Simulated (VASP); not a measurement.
A run of VASP 6.6.1 is set up as follows.

POSCAR

```
Y
1.0
    0.0000000000      2.5538707878      2.5538707878
    2.5538707878      0.0000000000      2.5538707878
    2.5538707878      2.5538707878      0.0000000000
Y
1
Direct
    0.0000000000      0.0000000000      0.0000000000
```

File INCAR.step1:

```
SYSTEM = Y
  ALGO = Normal
  EDIFF = 1E-4
  ENCUT = 520
  GGA = PE
  ISMEAR = -1
  LASPH = .TRUE.
  LCHARG = .FALSE.
  LREAL = .FALSE.
  LWAVE = .TRUE.
  NBANDS = 12
  NELM = 60
  PREC = Accurate
  SIGMA = 0.1
```

File INCAR.step2:

```
SYSTEM = Y
  ALGO = Normal
  EDIFF = 1E-6
  ENCUT = 520
  ISIF = 2
  ISMEAR = -1
  ISTART = 1
  LASPH = .TRUE.
  LCHARG = .FALSE.
  LMIXTAU = .TRUE.
  LREAL = .FALSE.
  LWAVE = .FALSE.
  METAGGA = R2SCAN
  NBANDS = 12
  NELM = 60
  PREC = Accurate
  SIGMA = 0.1
```

The input KPOINTS:

```
k-points
0
G
  17 17 17
  0 0 0
```

Potentials or basis: VASP PAW PBE potentials, release 64 (Y_sv).

Launch:

```bash
$ cat potpaw_PBE.64/Y_sv/POTCAR > POTCAR
$ cp INCAR.step1 INCAR
$ mpirun -np 1 vasp_std > vasp.out
$ cp INCAR.step2 INCAR
$ mpirun -np 1 vasp_std > vasp.out
```

Predict the pressure.

0.2 GPa.

Caveat: the PAW data sets were made with another functional, which shifts forces and pressure a little.
